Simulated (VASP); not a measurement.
A run of VASP 6.6.1 is set up as follows.

The input INCAR:

```
SYSTEM = Te
GGA = PE ; ISMEAR = 0
SIGMA = 0.03 ; LWAVE = .False.
LCHARG = .False. ; ISIF = 2
ISYM = 0 ; PREC = Accurate
LASPH = .True. ; LREAL = .False.
ALGO = Normal ; EDIFF = 1E-7
NELM = 120 ; GGA_COMPAT = .False.
ENCUT = 280 ; EFERMI = MIDGAP
NSIM = 4
```

The input KPOINTS:

```
k-points
0
Gamma
  1 1 1
```

The input POSCAR:

```
Te
1.0
    8.9080000000      0.0000000000      0.0000000000
   -4.4540000000      7.7145542970      0.0000000000
    0.0000000000      0.0000000000     17.7720000000
Te
36
Direct
    0.3650160000      0.3682340000     -0.0000870000
    0.3659020000      0.3645240000      0.3332890000
    0.3592170000      0.3606370000      0.6685640000
    0.3618800000      0.8648640000     -0.0002940000
    0.3609000000      0.8615760000      0.3343210000
    0.3738470000      0.8725950000      0.6681910000
    0.8623510000      0.3670790000      0.0005820000
    0.8608250000      0.3666960000      0.3343430000
    0.8663630000      0.3606340000      0.6658990000
    0.8659960000      0.8688020000     -0.0000540000
    0.8694780000      0.8667080000      0.3326490000
    0.8657110000      0.8628650000      0.6670700000
   -0.0058710000      0.1333330000      0.2227720000
    0.0091480000      0.1439350000      0.5557850000
   -0.0039940000      0.1353340000      0.8890440000
    0.0035550000      0.6359500000      0.2245950000
    0.0002790000      0.6350000000      0.5553860000
   -0.0011160000      0.6365800000      0.8897150000
    0.5039110000      0.1419910000      0.2228030000
    0.5011320000      0.1372540000      0.5529700000
    0.4980130000      0.1309050000      0.8906460000
    0.5025280000      0.6318220000      0.2208160000
    0.5035700000      0.6395580000      0.5536140000
    0.4984060000      0.6334430000      0.8887850000
    0.1342270000     -0.0008240000      0.1088240000
    0.1357010000      0.0034740000      0.4453090000
    0.1378760000     -0.0011910000      0.7772060000
    0.1324390000      0.4937250000      0.1121110000
    0.1269430000      0.5014220000      0.4419940000
    0.1331810000      0.4968620000      0.7814870000
    0.6299880000     -0.0051370000      0.1097430000
    0.6341860000     -0.0011880000      0.4425980000
    0.6379930000      0.0022710000      0.7767410000
    0.6356280000      0.4966180000      0.1125900000
    0.6322170000      0.4974930000      0.4414630000
    0.6352730000      0.5016440000      0.7772270000
```

Potentials or basis: VASP PAW PBE potentials, release 64 (Te).

Launch:

```bash
$ cat potpaw_PBE.64/Te/POTCAR > POTCAR
$ mpirun -np 8 vasp_std > vasp.out
```

**Question.** Estimate the pressure.

**Answer.** 1.5 GPa.

**Question.** What does it give for the band gap on the k mesh?

**Answer.** 1.23 eV.

**Question.** Estimate the largest force.

**Answer.** 0.346 eV/Å.

Stress tensor (GPa, compression positive):
```
 3.62  0.10  0.22
 0.10  3.51  0.10
 0.22  0.10 -2.51
```

Caveat: the k points lie up to 0.81 Å⁻¹ apart; the cell differs from its parent crystal (atoms moved at random); spin-orbit coupling is left out, which moves the levels of the heavy elements; an odd mesh through Γ misses points on the zone boundary, where band edges can lie.
